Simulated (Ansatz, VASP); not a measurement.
**Os2O: VASP beside Ansatz**

```
Os O
1.0
     2.74654    0.00000    0.00000
    -1.37327    2.37857    0.00000
     0.00000    0.00000   11.11577
Os O
4 2
Direct
  0.33333 0.66667 0.59161
  0.66667 0.33333 0.09161
  0.33333 0.66667 0.90839
  0.66667 0.33333 0.40839
  0.33333 0.66667 0.25000
  0.66667 0.33333 0.75000
```

Alike in both runs: functional PBE; k mesh 18 × 18 × 4; occupations gaussian, width 0.1 eV; no spin polarisation.

Ansatz relaxed the structure, and its values are those at the end. VASP's run is a single point on that final structure, the one shown.

|  | VASP | Ansatz |
| --- | --- | --- |
| version | VASP 6.6.1 | Ansatz 0.2.0 |
| potentials or method | VASP PAW PBE potentials, release 64 (Os, O), cutoff 520 eV | scalar-relativistic, plane waves, PAW |
| valence electrons in the cell | 44 | 76 |

Ansatz gave:

```
gap on the k mesh at the Fermi level (eV) : none
pressure (GPa)                            : 0.0
rms of the force components (eV/Å)        : 0.000
```

Q: Which values does VASP return?

A: gap on the k mesh at the Fermi level (eV): none; pressure (GPa): 0.2; rms of the force components (eV/Å): 0.010.

A gap of «none» marks a metal or a gap that the smearing closes. With one functional, cell and mesh, what is left measures potentials, basis and numerics. VASP's potentials hold 44 valence electrons a cell and Ansatz's 76, so a difference there can come from the potentials and not from the codes.

Spin-orbit coupling is off throughout.
